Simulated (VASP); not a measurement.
# MoS2 (P-6m2) in VASP: single point with HSE06

Aim: the single point of MoS2 with HSE06.

Program: VASP 6.6.1. These are calculated values, not measurements. Logs are shortened: lines on timing, memory, paths and dates and some standing lists are left out, and cuts for length are marked.

## Step 1: The cell of the first run

The structure is hexagonal, space group P-6m2 (No. 187). Conventional cell: a = 3.171 Å, b = 3.171 Å, c = 6.810 Å, α = 90.00°, β = 90.00°, γ = 120.00°. Within 3.2 Å of Mo (site symmetry -6m2) lie 6 S at 2.40 Å and 6 Mo at 3.17 Å. Within 3.2 Å of S (site symmetry 3m) lie 3 Mo at 2.40 Å and 7 S at 3.11 to 3.17 Å.

## Step 2: Single point, HSE06

Input file POSCAR:

```
MoS2
1.0
    3.1710519965      0.0000000000      0.0000000000
   -1.5855259982      2.7462115857      0.0000000000
    0.0000000000      0.0000000000      6.8096889090
Mo S
1 2
Direct
    0.0000000000      0.0000000000      0.0000000000
    0.3333333333      0.6666666667      0.2285702679
    0.3333333333      0.6666666667      0.7714297321
```

Input file INCAR.step1:

```
PREC = Accurate
ENCUT = 520
EDIFF = 1E-5
ISMEAR = 0
SIGMA = 0.01
LREAL = False
LASPH = True
NELM = 60
ALGO = Normal
ISIF = 2
LWAVE = True
NBANDS = 20
GGA = PE
```

Input file INCAR.step2:

```
PREC = Accurate
ENCUT = 520
EDIFF = 1E-7
ISMEAR = 0
SIGMA = 0.01
LREAL = False
LASPH = True
NELM = 60
ALGO = Normal
ISIF = 2
LWAVE = False
LCHARG = True
GGA = PE
LHFCALC = True
HFSCREEN = 0.2079
PRECFOCK = Normal
LELF = True
LVHAR = True
NBANDS = 20
ISTART = 1
```

Input file KPOINTS:

```
Automatic mesh
0
Gamma
  6 6 2
```

Potentials or basis: VASP PAW PBE potentials, release 64 (Mo_sv, S).

The run is started by

```console
$ cat potpaw_PBE.64/Mo_sv/POTCAR potpaw_PBE.64/S/POTCAR > POTCAR
$ cp INCAR.step1 INCAR
$ mpirun -np 1 vasp_std > vasp.out
$ cp INCAR.step2 INCAR
$ mpirun -np 1 vasp_std > vasp.out
```

OUTCAR:

```text
PREC = Accurate
   ENCUT = 520
   EDIFF = 1E-7
   ISMEAR = 0
   LREAL = False
   LASPH = True
   NELM = 60
   ISIF = 2
   GGA = PE
   LHFCALC = True
   HFSCREEN = 0.2079
   PRECFOCK = Normal
   ISTART = 1

 ion  position               nearest neighbor table
   1  0.000  0.000  0.000-   2 2.40   3 2.40   2 2.40   3 2.40   2 2.40   3 2.40
   2  0.333  0.667  0.229-   1 2.40   1 2.40   1 2.40
   3  0.333  0.667  0.771-   1 2.40   1 2.40   1 2.40

  LATTYP: Found a hexagonal cell.
 ALAT       =     3.1710519965
 C/A-ratio  =     2.1474541939

  Lattice vectors:

 A1 = (   3.1710519965,   0.0000000000,   0.0000000000)
 A2 = (  -1.5855259982,   2.7462115857,   0.0000000000)
 A3 = (   0.0000000000,   0.0000000000,   6.8096889090)

Analysis of symmetry for initial positions (statically):
=====================================================================
 Subroutine PRICEL returns:
 Original cell was already a primitive cell.

 Routine SETGRP: Setting up the symmetry group for a
 hexagonal supercell.

 Subroutine GETGRP returns: Found 12 space group operations
 (whereof 12 operations were pure point group operations)
 out of a pool of 24 trial point group operations.

The static configuration has the point symmetry D_3h.

Analysis of symmetry for dynamics (positions and initial velocities):
=====================================================================
 Subroutine PRICEL returns:
 Original cell was already a primitive cell.

 Routine SETGRP: Setting up the symmetry group for a
 hexagonal supercell.

 Subroutine GETGRP returns: Found 12 space group operations
 (whereof 12 operations were pure point group operations)
 out of a pool of 24 trial point group operations.

The dynamic configuration has the point symmetry D_3h.

 Subroutine INISYM returns: Found 12 space group operations
 (whereof 12 operations are pure point group operations),
 and found     1 'primitive' translations

----------------------------------------------------------------------------------------

                                     Primitive cell

  volume of cell :      59.3014

[... 79 lines left out ...]
   EDIFF  = 0.1E-06   stopping-criterion for ELM
   LREAL  =      F    real-space projection
   EDIFFG = 0.1E-05   stopping-criterion for IOM
   NSW    =      0    number of steps for IOM
   IBRION =     -1    ionic relax: 0-MD 1-quasi-New 2-CG
   NFREE  =      0    steps in history (QN), initial steepest desc. (CG)
   ISIF   =      2    stress and relaxation
   ISYM   =      3    0-nonsym 1-usesym 2-fastsym
   POTIM  = 0.5000    time-step for ionic-motion
   TEBEG  =    0.0;   TEEND  =   0.0 temperature during run
   PSTRESS=    0.0 pullay stress
   NELECT =      26.0000    total number of electrons
   NUPDOWN=      -1.0000    fix difference up-down
   EMIN   =  10.00;   EMAX   =-10.00  energy-range for DOS
   EFERMI =   0.00;   METHOD = LEGACY
   ISMEAR =     0;   SIGMA  =   0.01  broadening in eV -4-tet -1-fermi 0-gaus
   EFERMI_NEDOS =   21; number of points for ismear=-14 and -15
   IALGO  =     38    algorithm
   IMIX   =      1    mixing-type and parameters
     AMIX     =   0.40;   BMIX     =  1.00
     AMIX_MAG =   1.60;   BMIX_MAG =  1.00
  volume/ion in A,a.u.               =      19.77       133.40
  Fermi-wavevector in a.u.,A,eV,Ry     =   1.243687  2.350228 21.044909  1.546757
  Thomas-Fermi vector in A             =   2.377987
   LORBIT       =      0    0 simple, 1 ext, 2 COOP (PROOUT), +10 PAW based schemes
   GGA     = PE    functional components
   LHFCALC =     T    Hartree Fock is set to
   PRECFOCK=normal    Normal, Fast or Accurate (Low or Medium for compatibility)
   ENCUT4O =  -1.0   cutoff for four orbital integrals eV
   NKREDX  =     1    reduce k-point grid by
   NKREDY  =     1    reduce k-point grid by
   NKREDZ  =     1    reduce k-point grid by
   AEXX    =    0.2500 exact exchange contribution
   HFSCREEN=    0.2079 screening length (either q_TF or 0.3 A-1)
   HFSCREENC=   0.2079 screening length for correlation (either q_TF or 0.3 A-1)
   ENCUTFOCK=  -1.0 apply spherical cutoff to Coloumb kernel
   IVDW    =     0    specifies the selected vdW correction
   LEPSILON=     F    determine dielectric tensor
   LRPA    =     F    only Hartree local field effects (RPA)
 non-spin polarized calculation
 Gauss-broadening in eV      SIGMA  =   0.01
  energy-cutoff  :      520.00
  volume of cell :       59.30
 maximum number of plane-waves:      1614
 NGX is ok and might be reduce to    24
  NGX = 18; NGY = 18; NGZ = 40

 number of electron      26.0000000 magnetization

 Free energy of the ion-electron system (eV)
  ---------------------------------------------------
  ext. energy  EPLUGINS =         0.00000000
  ---------------------------------------------------
  free energy    TOTEN  =       -26.14714779 eV

  energy without entropy =      -26.14714779  energy(sigma->0) =      -26.14714779

 E-fermi :   5.7753     XC(G=0):  -8.3151

 val. band max:        5.6019619150   @ k =   0.0000   0.0000   0.5000
 cond. band min:       7.3824800479   @ k =   0.3333   0.3333   0.0000
 fundamental gap:      1.7805181329
 Fermi energy:         5.7753084715

 k-point     1 :       0.0000    0.0000    0.0000
  band No.  band energies     occupation
      1     -59.6621      2.00000
      2     -32.3951      2.00000
      3     -32.1365      2.00000
      4     -32.1365      2.00000
      5     -10.5815      2.00000
      6      -8.9953      2.00000
[... 311 lines left out ...]
     19      14.7969      0.00000
     20      14.9026      0.00000

------------------------ aborting loop because EDIFF is reached ----------------------------------------

  FORCE on cell =-STRESS in cart. coord.  units (eV):
  Direction    XX          YY          ZZ          XY          YZ          ZX
  --------------------------------------------------------------------------------------
  -------------------------------------------------------------------------------------
  Total       -1.0201158     -1.0201158     -0.6418538     -0.0000000      0.0000000     -0.0000000
  in kB      -27.5610296    -27.5610296    -17.3413159     -0.0000000      0.0000000     -0.0000000
  external PRESSURE =     -24.1544584 kB  Pullay stress =       0.0000000 kB

 VOLUME and BASIS-vectors are now :
 -----------------------------------------------------------------------------
  energy-cutoff  :      520.00
  volume of cell :       59.30
      direct lattice vectors                 reciprocal lattice vectors
     3.171051997  0.000000000  0.000000000     0.315352760  0.182069001  0.000000000
    -1.585525998  2.746211586  0.000000000     0.000000000  0.364138002  0.000000000
     0.000000000  0.000000000  6.809688909     0.000000000  0.000000000  0.146849586

 POSITION                                       TOTAL-FORCE (eV/Angst)
 -----------------------------------------------------------------------------------
      0.00000      0.00000      0.00000        -0.000000      0.000000      0.000000
     -0.00000      1.83081      1.55649         0.000000     -0.000000     -0.419835
     -0.00000      1.83081      5.25320         0.000000     -0.000000      0.419835
 -----------------------------------------------------------------------------------
    total drift:                               -0.000001      0.000001     -0.000000

  FREE ENERGIE OF THE ION-ELECTRON SYSTEM (eV)
  ---------------------------------------------------
  free  energy   TOTEN  =       -26.1471477863 eV

  energy  without entropy=      -26.1471477863  energy(sigma->0) =      -26.14714779
```

Wall time 43 min (1 thread of Intel Xeon Platinum 8259CL at 2.50GHz (Skylake/Cascade Lake), shared host); peak memory 0.28 GiB.

What came out:

```
Free energy            : -26.1471 eV
Pressure               : -2.4 GPa
Largest force          : 0.420 eV/Å
Band gap on the k mesh : 1.78 eV (least direct gap 2.15 eV)
```

Forces on the atoms (eV/Å):
```
Mo   0.000  0.000  0.000
S    0.000  0.000 -0.420
S    0.000  0.000  0.420
```

Caveat: the k points lie up to 0.46 Å⁻¹ apart; the PAW data sets were made with another functional, which shifts forces and pressure a little; this functional lacks dispersion, which binds layers or chains, so the pressure and a relaxed spacing across them are unreliable. A k mesh can miss the band edges.
